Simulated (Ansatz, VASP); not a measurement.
## BeCu2SiS4 in VASP and in Ansatz

```
Cu Be Si S
1.0
    -2.50293    2.50293    5.29839
     2.50293   -2.50293    5.29839
     2.50293    2.50293   -5.29839
Cu Be Si S
2 1 1 4
Direct
  0.75000 0.25000 0.50000
  0.25000 0.75000 0.50000
  0.00000 0.00000 0.00000
  0.50000 0.50000 0.00000
  0.86653 0.86653 0.50142
  0.13347 0.63489 0.00000
  0.63489 0.13347 0.00000
  0.36511 0.36511 0.49858
```

Alike in both runs: task single point; functional r2SCAN; k mesh 8 × 8 × 8; no spin polarisation.

```csv
,VASP,Ansatz
version,VASP 6.6.1,Ansatz 0.2.0
potentials or method,"VASP PAW PBE potentials, release 64 (Cu, Be, Si, S)","plane waves, PAW"
plane-wave cutoff (eV),520,500
occupations,"gaussian, width 0.01 eV",fixed
valence electrons in the cell,52,68
```

|  | VASP | Ansatz | Ansatz less VASP |
| --- | --- | --- | --- |
| gap on the k mesh at the Fermi level (eV) | 1.88 | 1.86 | -0.025 |
| pressure (GPa) | 0.0 | 0.0 | +0.04 |
| rms of the force components (eV/Å) | 0.016 | 0.000 | -0.0152 |

VASP's potentials were made for PBE, not for r2SCAN. Atom by atom the forces differ by 0.016 eV/Å (rms over components). VASP's potentials hold 52 valence electrons a cell and Ansatz's 68, so a difference there can come from the potentials and not from the codes.
